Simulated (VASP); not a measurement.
# Zr2N (P4_2/mnm) in VASP: a series of runs

Zr2N is run at these levels: PBEsol; tasks: single point.

Everything below comes from runs of VASP 6.6.1. Logs are shortened: lines on timing, memory, paths and dates and some standing lists are left out, and cuts for length are marked.

**1. The cell of the first run**

The structure is tetragonal, space group P4_2/mnm (No. 136). Conventional cell: a = 5.263 Å, b = 5.263 Å, c = 3.312 Å, α = 90.00°, β = 90.00°, γ = 90.00°. Zr (site symmetry m2m) has 3 N at 2.20 to 2.25 Å within 2.9 Å. Within 2.9 Å of N (site symmetry mmm) lie 6 Zr at 2.20 to 2.25 Å.

**2. Single point, PBEsol (biaxial strain in the a-b plane: -2.0 %)**

INCAR

```
SYSTEM = Zr2N
ALGO = Normal
EDIFF = 1E-6
ENCUT = 520
GGA = PS
ISIF = 2
ISMEAR = 0
LASPH = .True.
LCHARG = .False.
LREAL = .False.
LWAVE = .False.
NBANDS = 38
NELM = 60
PREC = Accurate
SIGMA = 0.1
```

KPOINTS

```
k-points
0
Gamma
  8 8 12
  0 0 0
```

POSCAR

```
Zr2N
1.0
    5.2626478690      0.0000000000      0.0000000000
    0.0000000000      5.2626478690      0.0000000000
    0.0000000000      0.0000000000      3.3118944543
Zr N
4 2
Direct
    0.2962523256      0.2962523256      0.0000000000
    0.7037476744      0.7037476744      0.0000000000
    0.7962523256      0.2037476744      0.5000000000
    0.2037476744      0.7962523256      0.5000000000
    0.0000000000      0.0000000000      0.0000000000
    0.5000000000      0.5000000000      0.5000000000
```

Potentials or basis: VASP PAW PBE potentials, release 64 (Zr_sv, N).

On the command line:

```console
$ cat potpaw_PBE.64/Zr_sv/POTCAR potpaw_PBE.64/N/POTCAR > POTCAR
$ mpirun -np 1 vasp_std > vasp.out
```

OUTCAR:

```text
SYSTEM = Zr2N
   EDIFF = 1E-6
   ENCUT = 520
   GGA = PS
   ISIF = 2
   ISMEAR = 0
   LASPH = .True.
   LREAL = .False.
   NELM = 60
   PREC = Accurate

 ion  position               nearest neighbor table
   1  0.296  0.296  0.000-   5 2.20   6 2.25   6 2.25   2 3.03   4 3.15   3 3.15   4 3.15   3 3.15
                             4 3.15   4 3.15   3 3.15   3 3.15   2 3.78   2 3.78
   2  0.704  0.704  0.000-   5 2.20   6 2.25   6 2.25   1 3.03   4 3.15   3 3.15   4 3.15   3 3.15
                             3 3.15   3 3.15   4 3.15   4 3.15   1 3.78   1 3.78
   3  0.796  0.204  0.500-   6 2.20   5 2.25   5 2.25   4 3.03   1 3.15   1 3.15   2 3.15   2 3.15
                             2 3.15   2 3.15   1 3.15   1 3.15   4 3.78   4 3.78
   4  0.204  0.796  0.500-   6 2.20   5 2.25   5 2.25   3 3.03   1 3.15   1 3.15   2 3.15   2 3.15
                             1 3.15   1 3.15   2 3.15   2 3.15   3 3.78   3 3.78
   5  0.000  0.000  0.000-   1 2.20   2 2.20   3 2.25   4 2.25   3 2.25   4 2.25
   6  0.500  0.500  0.500-   3 2.20   4 2.20   1 2.25   2 2.25   1 2.25   2 2.25

  LATTYP: Found a simple tetragonal cell.
 ALAT       =     5.2626478690
 C/A-ratio  =     0.6293209306

  Lattice vectors:

 A1 = (   5.2626478690,   0.0000000000,   0.0000000000)
 A2 = (   0.0000000000,   5.2626478690,   0.0000000000)
 A3 = (   0.0000000000,   0.0000000000,   3.3118944543)

Analysis of symmetry for initial positions (statically):
=====================================================================
 Subroutine PRICEL returns:
 Original cell was already a primitive cell.

 Routine SETGRP: Setting up the symmetry group for a
 simple tetragonal supercell.

 Subroutine GETGRP returns: Found 16 space group operations
 (whereof  8 operations were pure point group operations)
 out of a pool of 16 trial point group operations.

The static configuration has the point symmetry D_2h.
 The point group associated with its full space group is D_4h.

Analysis of symmetry for dynamics (positions and initial velocities):
=====================================================================
 Subroutine PRICEL returns:
 Original cell was already a primitive cell.

 Routine SETGRP: Setting up the symmetry group for a
 simple tetragonal supercell.

 Subroutine GETGRP returns: Found 16 space group operations
 (whereof  8 operations were pure point group operations)
 out of a pool of 16 trial point group operations.

The dynamic configuration has the point symmetry D_2h.
 The point group associated with its full space group is D_4h.

 Subroutine INISYM returns: Found 16 space group operations
 (whereof  8 operations are pure point group operations),
 and found     1 'primitive' translations

----------------------------------------------------------------------------------------

                                     Primitive cell

  volume of cell :      91.7244

  direct lattice vectors                    reciprocal lattice vectors
     5.262647869  0.000000000  0.000000000     0.190018414  0.000000000  0.000000000
     0.000000000  5.262647869  0.000000000     0.000000000  0.190018414  0.000000000
     0.000000000  0.000000000  3.311894454     0.000000000  0.000000000  0.301941989

  length of vectors
     5.262647869  5.262647869  3.311894454     0.190018414  0.190018414  0.301941989

  position of ions in fractional coordinates (direct lattice)
     0.296252326  0.296252326  0.000000000
     0.703747674  0.703747674  0.000000000
     0.796252326  0.203747674  0.500000000
     0.203747674  0.796252326  0.500000000
     0.000000000  0.000000000  0.000000000
     0.500000000  0.500000000  0.500000000

  ion indices of the primitive-cell ions
   primitive index   ion index
                 1           1
                 2           2
                 3           3
                 4           4
                 5           5
                 6           6

----------------------------------------------------------------------------------------

 KPOINTS: k-points

Automatic generation of k-mesh.
 Grid dimensions read from file:
 generate k-points for:    8    8   12

 Generating k-lattice:

  Cartesian coordinates                     Fractional coordinates (reciprocal lattice)
     0.023752302  0.000000000  0.000000000     0.125000000  0.000000000  0.000000000
     0.000000000  0.023752302  0.000000000     0.000000000  0.125000000  0.000000000
     0.000000000  0.000000000  0.025161832     0.000000000  0.000000000  0.083333333

  Length of vectors
     0.023752302  0.023752302  0.025161832

  Shift w.r.t. Gamma in fractional coordinates (k-lattice)
     0.000000000  0.000000000  0.000000000

 Subroutine IBZKPT returns following result:
 ===========================================

 Found    105 irreducible k-points:

 Following reciprocal coordinates:
            Coordinates               Weight
  0.000000  0.000000  0.000000      1.000000
  0.125000  0.000000  0.000000      4.000000
  0.250000  0.000000  0.000000      4.000000
  0.375000  0.000000  0.000000      4.000000
  0.500000  0.000000  0.000000      2.000000
  0.125000  0.125000  0.000000      4.000000
[... 16 lines left out ...]
  0.375000  0.125000  0.083333     16.000000
  0.500000  0.125000  0.083333      8.000000
 [... further k-points ...]
   k-points           NKPTS =    105   k-points in BZ     NKDIM =    105   number of bands    NBANDS=     38
   number of dos      NEDOS =    301   number of ions     NIONS =      6
   total plane-waves  NPLWV =  44800
   dimension x,y,z NGX =    40 NGY =   40 NGZ =   28
   dimension x,y,z NGXF=    80 NGYF=   80 NGZF=   56
   ions per type =               4   2
   NGX,Y,Z   is equivalent  to a cutoff of  12.64, 12.64, 14.06 a.u.
   NGXF,Y,Z  is equivalent  to a cutoff of  25.27, 25.27, 28.11 a.u.
 SYSTEM =  Zr2N
   PREC   = accura    normal or accurate (medium, high low for compatibility)
   ISTART =      0    job   : 0-new  1-cont  2-samecut
   ICHARG =      2    charge: 1-file 2-atom 10-const
   ISPIN  =      1    spin polarized calculation?
   LNONCOLLINEAR =      F non collinear calculations
   LSORBIT =      F    spin-orbit coupling
   LASPH  =      T    aspherical Exc in radial PAW
   ENCUT  =  520.0 eV  38.22 Ry    6.18 a.u.   9.79  9.79  6.16*2*pi/ulx,y,z
   NELM   =     60;   NELMIN=  2; NELMDL= -5     # of ELM steps
   EDIFF  = 0.1E-05   stopping-criterion for ELM
   LREAL  =      F    real-space projection
   EDIFFG = 0.1E-04   stopping-criterion for IOM
   NSW    =      0    number of steps for IOM
   IBRION =     -1    ionic relax: 0-MD 1-quasi-New 2-CG
   NFREE  =      0    steps in history (QN), initial steepest desc. (CG)
   ISIF   =      2    stress and relaxation
   ISYM   =      2    0-nonsym 1-usesym 2-fastsym
   POTIM  = 0.5000    time-step for ionic-motion
   TEBEG  =    0.0;   TEEND  =   0.0 temperature during run
   PSTRESS=    0.0 pullay stress
   NELECT =      58.0000    total number of electrons
   NUPDOWN=      -1.0000    fix difference up-down
   EMIN   =  10.00;   EMAX   =-10.00  energy-range for DOS
   EFERMI =   0.00;   METHOD = LEGACY
   ISMEAR =     0;   SIGMA  =   0.10  broadening in eV -4-tet -1-fermi 0-gaus
   EFERMI_NEDOS =   21; number of points for ismear=-14 and -15
   IALGO  =     38    algorithm
   IMIX   =      4    mixing-type and parameters
     AMIX     =   0.40;   BMIX     =  1.00
     AMIX_MAG =   1.60;   BMIX_MAG =  1.00
  volume/ion in A,a.u.               =      15.29       103.16
  Fermi-wavevector in a.u.,A,eV,Ry     =   1.405149  2.655347 26.863947  1.974444
  Thomas-Fermi vector in A             =   2.527639
   LORBIT       =      0    0 simple, 1 ext, 2 COOP (PROOUT), +10 PAW based schemes
   GGA     = PS    functional components
   LHFCALC =     F    Hartree Fock is set to
   AEXX    =    0.0000 exact exchange contribution
   IVDW    =     0    specifies the selected vdW correction
   LEPSILON=     F    determine dielectric tensor
   LRPA    =     F    only Hartree local field effects (RPA)
 non-spin polarized calculation
 Gauss-broadening in eV      SIGMA  =   0.10
  energy-cutoff  :      520.00
  volume of cell :       91.72
 maximum number of plane-waves:      2500
 NGX is ok and might be reduce to    40
   NGX = 19   NGY = 19   NGZ = 13

 number of electron      57.9999997 magnetization

 Free energy of the ion-electron system (eV)
  ---------------------------------------------------
  ext. energy  EPLUGINS =         0.00000000
  ---------------------------------------------------
  free energy    TOTEN  =       -61.71779144 eV

  energy without entropy =      -61.70245060  energy(sigma->0) =      -61.71012102

 E-fermi :  10.2111     XC(G=0): -12.1016

 val. band max:       10.2059460348   @ k =   0.3750   0.0000   0.2500
 cond. band min:      10.2488796745   @ k =   0.5000   0.3750   0.1667
 fundamental gap:      0.0429336396
 Fermi energy:        10.2111333559

 k-point     1 :       0.0000    0.0000    0.0000
  band No.  band energies     occupation
      1     -38.2556      2.00000
      2     -38.0694      2.00000
      3     -38.0694      2.00000
      4     -37.9993      2.00000
      5     -17.4066      2.00000
      6     -16.6600      2.00000
[... 30 lines left out ...]
     37      13.4475      0.00000
     38      13.4475      0.00000

 k-point     2 :       0.1250    0.0000    0.0000
  band No.  band energies     occupation
      1     -38.2492      2.00000
      2     -38.0780      2.00000
      3     -38.0662      2.00000
      4     -38.0006      2.00000
      5     -17.3743      2.00000
      6     -16.6507      2.00000
[... 30 lines left out ...]
     37      13.4724      0.00000
     38      13.6812      0.00000

 k-point     3 :       0.2500    0.0000    0.0000
  band No.  band energies     occupation
      1     -38.2307      2.00000
      2     -38.1009      2.00000
      3     -38.0572      2.00000
      4     -38.0058      2.00000
      5     -17.2836      2.00000
      6     -16.7026      2.00000
[... 30 lines left out ...]
     37      13.4043      0.00000
     38      14.0224      0.00000

 k-point     4 :       0.3750    0.0000    0.0000
  band No.  band energies     occupation
      1     -38.2026      2.00000
      2     -38.1329      2.00000
      3     -38.0441      2.00000
      4     -38.0158      2.00000
      5     -17.1508      2.00000
      6     -16.8425      2.00000
[... 30 lines left out ...]
     37      13.7657      0.00000
     38      13.9699      0.00000
[... 703 lines left out ...]
      4     -38.0094      2.00000
      5     -17.2349      2.00000
      6     -16.6866      2.00000
[... 30 lines left out ...]
     37      13.6369      0.00000
     38      14.3752      0.00000

 k-point    23 :       0.3750    0.1250    0.0833
  band No.  band energies     occupation
      1     -38.1921      2.00000
      2     -38.1258      2.00000
      3     -38.0483      2.00000
      4     -38.0197      2.00000
      5     -17.1075      2.00000
      6     -16.8143      2.00000
[... 30 lines left out ...]
     37      13.8560      0.00000
     38      14.2553      0.00000

 k-point    24 :       0.5000    0.1250    0.0833
  band No.  band energies     occupation
      1     -38.1596      2.00000
      2     -38.1596      2.00000
      3     -38.0335      2.00000
      4     -38.0335      2.00000
      5     -16.9606      2.00000
      6     -16.9606      2.00000
[... 30 lines left out ...]
     37      13.7752      0.00000
     38      13.7752      0.00000

 [... further k-points ...]

------------------------ aborting loop because EDIFF is reached ----------------------------------------

  FORCE on cell =-STRESS in cart. coord.  units (eV):
  Direction    XX          YY          ZZ          XY          YZ          ZX
  --------------------------------------------------------------------------------------
  -------------------------------------------------------------------------------------
  Total        4.8457975      4.8457975      0.2682639      0.0000000      0.0000000      0.0000000
  in kB       84.6429387     84.6429387      4.6858427      0.0000000      0.0000000      0.0000000
  external PRESSURE =      57.9905734 kB  Pullay stress =       0.0000000 kB

 VOLUME and BASIS-vectors are now :
 -----------------------------------------------------------------------------
  energy-cutoff  :      520.00
  volume of cell :       91.72
      direct lattice vectors                 reciprocal lattice vectors
     5.262647869  0.000000000  0.000000000     0.190018414  0.000000000  0.000000000
     0.000000000  5.262647869  0.000000000     0.000000000  0.190018414  0.000000000
     0.000000000  0.000000000  3.311894454     0.000000000  0.000000000  0.301941989

 POSITION                                       TOTAL-FORCE (eV/Angst)
 -----------------------------------------------------------------------------------
      1.55907      1.55907      0.00000        -0.073593     -0.073593      0.000000
      3.70358      3.70358      0.00000         0.073593      0.073593      0.000000
      4.19040      1.07225      1.65595        -0.073593      0.073593      0.000000
      1.07225      4.19040      1.65595         0.073593     -0.073593      0.000000
      0.00000      0.00000      0.00000         0.000000      0.000000      0.000000
      2.63132      2.63132      1.65595         0.000000      0.000000      0.000000
 -----------------------------------------------------------------------------------
    total drift:                               -0.000000      0.000000      0.000000

  FREE ENERGIE OF THE ION-ELECTRON SYSTEM (eV)
  ---------------------------------------------------
  free  energy   TOTEN  =       -61.7177914385 eV

  energy  without entropy=      -61.7024506028  energy(sigma->0) =      -61.71012102
```

Wall time 2.1 min (1 thread of Intel Xeon 6975P-C (Granite Rapids), shared host); peak memory 0.38 GiB.

Results:

| Property | Result |
| --- | --- |
| Free energy | -61.7178 eV |
| Pressure | 5.8 GPa |
| Largest force | 0.104 eV/Å |
| Band gap on the k mesh | zero (bands 29 and 30 overlap by 2.46 eV) |

Forces on the atoms (eV/Å):
```
Zr  -0.074 -0.074  0.000
Zr   0.074  0.074  0.000
Zr  -0.074  0.074  0.000
Zr   0.074 -0.074  0.000
N    0.000  0.000  0.000
N    0.000  0.000  0.000
```

Levels at points of the mesh, in eV from the Fermi level:
```csv
k point,band 28,band 29,band 30,band 31,band 32,band 33
"(0.00, 0.00, 0.00)",0.51,0.72,1.12,1.12,1.23,1.23
"(0.50, 0.00, 0.00)",-0.99,1.32,1.32,1.53,1.53,2.00
"(0.50, 0.50, 0.00)",-1.08,0.92,0.92,1.44,1.44,1.46
"(0.00, 0.00, 0.50)",-1.20,-1.11,-1.11,2.10,2.10,3.31
"(0.50, 0.00, 0.50)",-0.91,-0.81,-0.81,1.61,1.61,3.57
"(0.50, 0.50, 0.50)",-0.91,-0.28,-0.28,1.26,1.26,2.81
```

Caveat: the cell differs from its parent crystal (biaxial strain in the a-b plane: -2.0 %); the stress differs along the axes, from 0 to 8 GPa; the PAW data sets were made with another functional, which shifts forces and pressure a little.

[end of part 1 of 2]

The gap in the log of VASP goes by the Fermi energy; the results here count the filled bands.